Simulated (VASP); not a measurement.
# As (R-3m) in VASP: notebook

Runs on As. Level: PBEsol. Tasks: single point.

All numbers are computed with VASP 6.6.1; they aren't measurements. Logs are shortened: lines on timing, memory, paths and dates and some standing lists are left out, and cuts for length are marked.

### 1 The cell of the first run

It takes space group R-3m (No. 166, trigonal). Conventional cell: a = 3.782 Å, b = 3.782 Å, c = 10.104 Å, α = 90.00°, β = 90.00°, γ = 120.00°. As (site symmetry 3m) has 6 As at 2.53 to 3.02 Å within 3.3 Å.

### 2 Single point, PBEsol

INCAR reads:

```
SYSTEM = As
PREC = Accurate
ENCUT = 520
EDIFF = 1E-7
ISMEAR = 0
SIGMA = 0.1
LREAL = .FALSE.
LASPH = .TRUE.
NELM = 100
ALGO = Normal
ISIF = 2
LWAVE = .FALSE.
LCHARG = .FALSE.
GGA = PS
NBANDS = 12
```

KPOINTS reads:

```
regular mesh
0
G
  15 15 15
  0 0 0
```

POSCAR reads:

```
As
1.0
    1.8907537976      1.0916272140      3.3681262605
   -1.8907537976      1.0916272140      3.3681262605
    0.0000000000     -2.1832544280      3.3681262605
As
2
Direct
    0.2301746554      0.2301746554      0.2301746554
    0.7698253446      0.7698253446      0.7698253446
```

Potentials or basis: VASP PAW PBE potentials, release 64 (As).

Launch:

```
cat potpaw_PBE.64/As/POTCAR > POTCAR
mpirun -np 1 vasp_std > vasp.out
```

OUTCAR:

```text
SYSTEM = As
   PREC = Accurate
   ENCUT = 520
   EDIFF = 1E-7
   ISMEAR = 0
   LREAL = .FALSE.
   LASPH = .TRUE.
   NELM = 100
   ISIF = 2
   GGA = PS

 ion  position               nearest neighbor table
   1  0.230  0.230  0.230-   2 2.53   2 2.53   2 2.53
   2  0.770  0.770  0.770-   1 2.53   1 2.53   1 2.53

  LATTYP: Found a trigonal (rhomboedric) cell.
 ALAT       =     4.0138353733
 COS(alpha) =     0.5562065927

  Lattice vectors:

 A1 = (   1.8907537976,   1.0916272140,   3.3681262605)
 A2 = (  -1.8907537976,   1.0916272140,   3.3681262605)
 A3 = (   0.0000000000,  -2.1832544280,   3.3681262605)

Analysis of symmetry for initial positions (statically):
=====================================================================
 Subroutine PRICEL returns:
 Original cell was already a primitive cell.

 Routine SETGRP: Setting up the symmetry group for a
 trigonal (rhombohedral) supercell.

 Subroutine GETGRP returns: Found 12 space group operations
 (whereof 12 operations were pure point group operations)
 out of a pool of 12 trial point group operations.

The static configuration has the point symmetry D_3d.

Analysis of symmetry for dynamics (positions and initial velocities):
=====================================================================
 Subroutine PRICEL returns:
 Original cell was already a primitive cell.

 Routine SETGRP: Setting up the symmetry group for a
 trigonal (rhombohedral) supercell.

 Subroutine GETGRP returns: Found 12 space group operations
 (whereof 12 operations were pure point group operations)
 out of a pool of 12 trial point group operations.

The dynamic configuration has the point symmetry D_3d.

 Subroutine INISYM returns: Found 12 space group operations
 (whereof 12 operations are pure point group operations),
 and found     1 'primitive' translations

----------------------------------------------------------------------------------------

                                     Primitive cell

  volume of cell :      41.7108

  direct lattice vectors                    reciprocal lattice vectors
     1.890753798  1.091627214  3.368126260     0.264444795  0.152677273  0.098966995
    -1.890753798  1.091627214  3.368126260    -0.264444795  0.152677273  0.098966995
     0.000000000 -2.183254428  3.368126260     0.000000000 -0.305354547  0.098966995

  length of vectors
     4.013835373  4.013835373  4.013835373     0.320992002  0.320992002  0.320992002

  position of ions in fractional coordinates (direct lattice)
     0.230174655  0.230174655  0.230174655
     0.769825345  0.769825345  0.769825345

  ion indices of the primitive-cell ions
   primitive index   ion index
                 1           1
                 2           2

----------------------------------------------------------------------------------------

 KPOINTS: regular mesh

Automatic generation of k-mesh.
 Grid dimensions read from file:
 generate k-points for:   15   15   15

 Generating k-lattice:

  Cartesian coordinates                     Fractional coordinates (reciprocal lattice)
     0.017629653  0.010178485  0.006597800     0.066666667 -0.000000000  0.000000000
    -0.017629653  0.010178485  0.006597800    -0.000000000  0.066666667  0.000000000
     0.000000000 -0.020356970  0.006597800     0.000000000  0.000000000  0.066666667

  Length of vectors
     0.021399467  0.021399467  0.021399467

  Shift w.r.t. Gamma in fractional coordinates (k-lattice)
     0.000000000  0.000000000  0.000000000

 Subroutine IBZKPT returns following result:
 ===========================================

 Found    344 irreducible k-points:

 Following reciprocal coordinates:
            Coordinates               Weight
  0.000000  0.000000  0.000000      1.000000
  0.066667 -0.000000 -0.000000      6.000000
  0.133333 -0.000000 -0.000000      6.000000
  0.200000  0.000000 -0.000000      6.000000
  0.266667 -0.000000 -0.000000      6.000000
  0.333333  0.000000 -0.000000      6.000000
[... 16 lines left out ...]
  0.133333  0.133333  0.000000      6.000000
  0.200000  0.133333 -0.000000     12.000000
 [... further k-points ...]
   k-points           NKPTS =    344   k-points in BZ     NKDIM =    344   number of bands    NBANDS=     12
   number of dos      NEDOS =    301   number of ions     NIONS =      2
   total plane-waves  NPLWV =  27000
   dimension x,y,z NGX =    30 NGY =   30 NGZ =   30
   dimension x,y,z NGXF=    60 NGYF=   60 NGZF=   60
   ions per type =               2
   NGX,Y,Z   is equivalent  to a cutoff of  12.43, 12.43, 12.43 a.u.
   NGXF,Y,Z  is equivalent  to a cutoff of  24.85, 24.85, 24.85 a.u.
 SYSTEM =  As
   PREC   = accura    normal or accurate (medium, high low for compatibility)
   ISTART =      0    job   : 0-new  1-cont  2-samecut
   ICHARG =      2    charge: 1-file 2-atom 10-const
   ISPIN  =      1    spin polarized calculation?
   LNONCOLLINEAR =      F non collinear calculations
   LSORBIT =      F    spin-orbit coupling
   LASPH  =      T    aspherical Exc in radial PAW
   ENCUT  =  520.0 eV  38.22 Ry    6.18 a.u.   7.46  7.46  7.46*2*pi/ulx,y,z
   NELM   =    100;   NELMIN=  2; NELMDL= -5     # of ELM steps
   EDIFF  = 0.1E-06   stopping-criterion for ELM
   LREAL  =      F    real-space projection
   EDIFFG = 0.1E-05   stopping-criterion for IOM
   NSW    =      0    number of steps for IOM
   IBRION =     -1    ionic relax: 0-MD 1-quasi-New 2-CG
   NFREE  =      0    steps in history (QN), initial steepest desc. (CG)
   ISIF   =      2    stress and relaxation
   ISYM   =      2    0-nonsym 1-usesym 2-fastsym
   POTIM  = 0.5000    time-step for ionic-motion
   TEBEG  =    0.0;   TEEND  =   0.0 temperature during run
   PSTRESS=    0.0 pullay stress
   NELECT =      10.0000    total number of electrons
   NUPDOWN=      -1.0000    fix difference up-down
   EMIN   =  10.00;   EMAX   =-10.00  energy-range for DOS
   EFERMI =   0.00;   METHOD = LEGACY
   ISMEAR =     0;   SIGMA  =   0.10  broadening in eV -4-tet -1-fermi 0-gaus
   EFERMI_NEDOS =   21; number of points for ismear=-14 and -15
   IALGO  =     38    algorithm
   IMIX   =      4    mixing-type and parameters
     AMIX     =   0.40;   BMIX     =  1.00
     AMIX_MAG =   1.60;   BMIX_MAG =  1.00
  volume/ion in A,a.u.               =      20.86       140.74
  Fermi-wavevector in a.u.,A,eV,Ry     =   1.017010  1.921870 14.072630  1.034309
  Thomas-Fermi vector in A             =   2.150386
   LORBIT       =      0    0 simple, 1 ext, 2 COOP (PROOUT), +10 PAW based schemes
   GGA     = PS    functional components
   LHFCALC =     F    Hartree Fock is set to
   AEXX    =    0.0000 exact exchange contribution
   IVDW    =     0    specifies the selected vdW correction
   LEPSILON=     F    determine dielectric tensor
   LRPA    =     F    only Hartree local field effects (RPA)
 non-spin polarized calculation
 Gauss-broadening in eV      SIGMA  =   0.10
  energy-cutoff  :      520.00
  volume of cell :       41.71
 maximum number of plane-waves:      1135
 NGX is ok and might be reduce to    30
   NGX = 15   NGY = 15   NGZ = 15

 number of electron      10.0000000 magnetization

 Free energy of the ion-electron system (eV)
  ---------------------------------------------------
  ext. energy  EPLUGINS =         0.00000000
  ---------------------------------------------------
  free energy    TOTEN  =       -10.21479875 eV

  energy without entropy =      -10.21419996  energy(sigma->0) =      -10.21449936

 E-fermi :   5.6390     XC(G=0): -10.2708

 val. band max:        5.6339304525   @ k =   0.4000   0.2667   0.2667
 cond. band min:       5.6559687252   @ k =   0.3333   0.2000   0.2000
 fundamental gap:      0.0220382727
 Fermi energy:         5.6389527427

 k-point     1 :       0.0000    0.0000    0.0000
  band No.  band energies     occupation
      1      -9.5226      2.00000
      2       0.0827      2.00000
      3       3.2515      2.00000
      4       3.5635      2.00000
      5       3.5635      2.00000
      6       7.7121      0.00000
      7       8.7566      0.00000
      8       8.7566      0.00000
      9      12.0899      0.00000
     10      12.0899      0.00000
     11      12.5021      0.00000
     12      14.1578      0.00000

 k-point     2 :       0.0667   -0.0000   -0.0000
  band No.  band energies     occupation
      1      -9.4622      2.00000
      2      -0.1801      2.00000
      3       3.2770      2.00000
      4       3.5322      2.00000
      5       3.6114      2.00000
      6       7.7734      0.00000
      7       8.6102      0.00000
      8       8.6603      0.00000
      9      11.7296      0.00000
     10      12.0250      0.00000
     11      12.1999      0.00000
     12      14.5967      0.00000

 k-point     3 :       0.1333   -0.0000   -0.0000
  band No.  band energies     occupation
      1      -9.2815      2.00000
      2      -0.8544      2.00000
      3       3.2424      2.00000
      4       3.4493      2.00000
      5       3.8116      2.00000
      6       7.7657      0.00000
      7       8.2709      0.00000
      8       8.3630      0.00000
      9      11.2518      0.00000
     10      11.9546      0.00000
     11      12.1190      0.00000
     12      15.6208      0.00000
[... 286 lines left out ...]
 k-point    23 :       0.1333    0.1333    0.0000
  band No.  band energies     occupation
      1      -9.2214      2.00000
      2      -0.9542      2.00000
      3       2.6721      2.00000
      4       3.0445      2.00000
      5       4.7527      2.00000
      6       6.9184      0.00000
      7       8.1413      0.00000
      8       9.2194      0.00000
      9      11.2315      0.00000
     10      12.4351      0.00000
     11      12.8596      0.00000
     12      14.6557      0.00000

 k-point    24 :       0.2000    0.1333   -0.0000
  band No.  band energies     occupation
      1      -9.0132      2.00000
      2      -1.4666      2.00000
      3       2.3977      2.00000
      4       2.8429      2.00000
      5       4.8639      2.00000
      6       6.6695      0.00000
      7       8.2224      0.00000
      8       9.2253      0.00000
      9      10.9247      0.00000
     10      12.7215      0.00000
     11      13.3947      0.00000
     12      15.0707      0.00000

 [... further k-points ...]
[... 5 lines left out ...]
  --------------------------------------------------------------------------------------
  -------------------------------------------------------------------------------------
  Total        0.1150635      0.1150635      0.0761478      0.0000000     -0.0000000     -0.0000000
  in kB        4.4197652      4.4197652      2.9249535      0.0000000     -0.0000000     -0.0000000
  external PRESSURE =       3.9214946 kB  Pullay stress =       0.0000000 kB

 VOLUME and BASIS-vectors are now :
 -----------------------------------------------------------------------------
  energy-cutoff  :      520.00
  volume of cell :       41.71
      direct lattice vectors                 reciprocal lattice vectors
     1.890753798  1.091627214  3.368126260     0.264444795  0.152677273  0.098966995
    -1.890753798  1.091627214  3.368126260    -0.264444795  0.152677273  0.098966995
     0.000000000 -2.183254428  3.368126260     0.000000000 -0.305354547  0.098966995

 POSITION                                       TOTAL-FORCE (eV/Angst)
 -----------------------------------------------------------------------------------
      0.00000      0.00000      2.32577         0.000000     -0.000000      0.057757
      0.00000      0.00000      7.77861         0.000000      0.000000     -0.057757
 -----------------------------------------------------------------------------------
    total drift:                               -0.000000      0.000000     -0.000000

  FREE ENERGIE OF THE ION-ELECTRON SYSTEM (eV)
  ---------------------------------------------------
  free  energy   TOTEN  =       -10.2147987515 eV

  energy  without entropy=      -10.2141999629  energy(sigma->0) =      -10.21449936
```

Run time: 62 s. Hardware: 1 thread of AMD EPYC 9R45 (Zen 5), shared host; peak memory 0.25 GiB.

Results:

* Free energy: -10.2148 eV
* Pressure: 0.4 GPa
* Largest force: 0.058 eV/Å
* Band gap on the k mesh: zero (band 5 reaches 5.66 eV, above the bottom of band 6 at 5.51 eV)

Forces on the atoms (eV/Å):
```
As   0.000  0.000  0.058
As   0.000  0.000 -0.058
```

Stress tensor (GPa, compression positive):
```
0.44 0.00 0.00
0.00 0.44 0.00
0.00 0.00 0.29
```

Caveat: the PAW data sets were made with another functional, which shifts forces and pressure a little.

### 3 Single point, PBEsol

This run uses another cell than the first one, of 22.61 Å³/atom, 1.084 times its volume.

INCAR reads:

```
SYSTEM = As
ALGO = Normal
EDIFF = 1E-6
ENCUT = 500
GGA = PS
GGA_COMPAT = .False.
ISIF = 2
ISMEAR = 0
LASPH = .True.
LCHARG = .True.
LELF = .True.
LREAL = .False.
LVHAR = .True.
LWAVE = .False.
NBANDS = 12
NELM = 120
PREC = Accurate
SIGMA = 0.1
```

KPOINTS reads:

```
k-points
0
Gamma
  6 6 6
  0 0 0
```

POSCAR reads:

```
As
1.0
    1.8774110887      1.0839237974      3.7043351684
   -1.8774110887      1.0839237974      3.7043351684
    0.0000000000     -2.1678475948      3.7043351684
As
2
Direct
    0.2244335900      0.2244335900      0.2244335900
    0.7755664100      0.7755664100      0.7755664100
```

Potentials or basis: VASP PAW PBE potentials, release 64 (As).

Launch:

```
cat potpaw_PBE.64/As/POTCAR > POTCAR
mpirun -np 1 vasp_std > vasp.out
```

Wall time 25 s (1 thread of Intel Xeon 8259CL, shared host); peak memory 0.17 GiB.

The run converged. Its results:

```yaml
Free_energy: -10.2040 eV
Pressure: -1.3 GPa
Largest_force: 0.152 eV/Å
Band_gap_on_the_k_mesh: zero (band 5 reaches 4.68 eV, above the bottom of band 6 at 4.54 eV)
```

Forces in eV/Å, atoms in the order of the input:
```
As   0.000  0.000  0.152
As   0.000  0.000 -0.152
```

Stress tensor (GPa, compression positive):
```
-0.44  0.00  0.00
 0.00 -0.44  0.00
 0.00  0.00 -2.90
```

Levels at points of the mesh, in eV from the Fermi level:
| k point | band 1 | band 2 | band 3 | band 4 | band 5 | band 6 | band 7 | band 8 | band 9 | band 10 |
| --- | --- | --- | --- | --- | --- | --- | --- | --- | --- | --- |
| (0.00, 0.00, 0.00) | -14.65 | -6.03 | -2.50 | -1.66 | -1.66 | 1.57 | 2.90 | 2.90 | 7.30 | 7.30 |
| (0.50, 0.00, 0.00) | -12.04 | -10.69 | -2.93 | -2.70 | -0.44 | -0.15 | 0.50 | 1.84 | 8.36 | 8.57 |
| (0.50, 0.50, 0.00) | -12.02 | -9.62 | -5.51 | -3.89 | -3.68 | 1.57 | 5.21 | 6.72 | 6.87 | 10.54 |
| (0.50, 0.50, 0.50) | -13.68 | -9.55 | -1.46 | -1.46 | -0.35 | 1.26 | 1.26 | 2.01 | 7.74 | 10.23 |

Caveat: the PAW data sets were made with another functional, which shifts forces and pressure a little.

### 4 Single point, PBEsol

INCAR reads:

```
SYSTEM = As
PREC = Accurate
ENCUT = 600
EDIFF = 1E-6
ISMEAR = 0
SIGMA = 0.1
LREAL = .FALSE.
LASPH = .TRUE.
NELM = 120
ALGO = Normal
ISIF = 2
LWAVE = .FALSE.
LCHARG = .FALSE.
GGA = PS
NBANDS = 22
GGA_COMPAT = .FALSE.
```

KPOINTS reads:

```
regular mesh
0
G
  15 15 15
  0 0 0
```

POSCAR reads:

```
As
1.0
    1.8907537976      1.0916272140      3.3681262605
   -1.8907537976      1.0916272140      3.3681262605
    0.0000000000     -2.1832544280      3.3681262605
As
2
Direct
    0.2301746554      0.2301746554      0.2301746554
    0.7698253446      0.7698253446      0.7698253446
```

Potentials or basis: VASP PAW PBE potentials, release 64 (As_d).

Launch:

```
cat potpaw_PBE.64/As_d/POTCAR > POTCAR
mpirun -np 1 vasp_std > vasp.out
```

Wall time 3.1 min (1 thread of Intel Xeon Platinum 8259CL at 2.50GHz (Skylake/Cascade Lake), shared host); peak memory 0.4 GiB.

It converged, with:

- Free energy: -10.2467 eV
- Pressure: 0.2 GPa
- Largest force: 0.007 eV/Å
- Band gap on the k mesh: zero (band 15 reaches 3.93 eV, above the bottom of band 16 at 3.78 eV)

Forces in eV/Å, atoms in the order of the input:
```
As   0.000  0.000  0.007
As   0.000  0.000 -0.007
```

Levels at points of the mesh, in eV from the Fermi level:
```tsv
k point	band 13	band 14	band 15	band 16	band 17	band 18
(0.00, 0.00, 0.00)	-2.39	-2.07	-2.07	2.09	3.12	3.12
```

Caveat: the PAW data sets were made with another functional, which shifts forces and pressure a little.

### 5 Overview

| potentials or basis | cell | k mesh | cutoff (eV) | second run | gap on the mesh (eV) | pressure (GPa) | largest force (eV/Å) |
| --- | --- | --- | --- | --- | --- | --- | --- |
| VASP PAW PBE potentials, release 64 (As) | a = 4.014 Å, angles 56.2°, 2 atoms | 15 × 15 × 15 | 520 | - | none | 0.4 | 0.06 |
| VASP PAW PBE potentials, release 64 (As) | a = 4.292 Å, angles 51.9°, 2 atoms | 6 × 6 × 6 | 500 | - | none | -1.3 | 0.15 |
| VASP PAW PBE potentials, release 64 (As_d) | a = 4.014 Å, angles 56.2°, 2 atoms | 15 × 15 × 15 | 600 | valence_matched | none | 0.2 | 0.01 |

Alike in all rows: task single point; level PBEsol; no spin polarisation; smearing gaussian 0.1 eV.

Caveats: the PAW data sets were made with another functional, which shifts forces and pressure a little.

Total energies depend on the potentials used, so only differences within one code and one set of settings carry meaning.
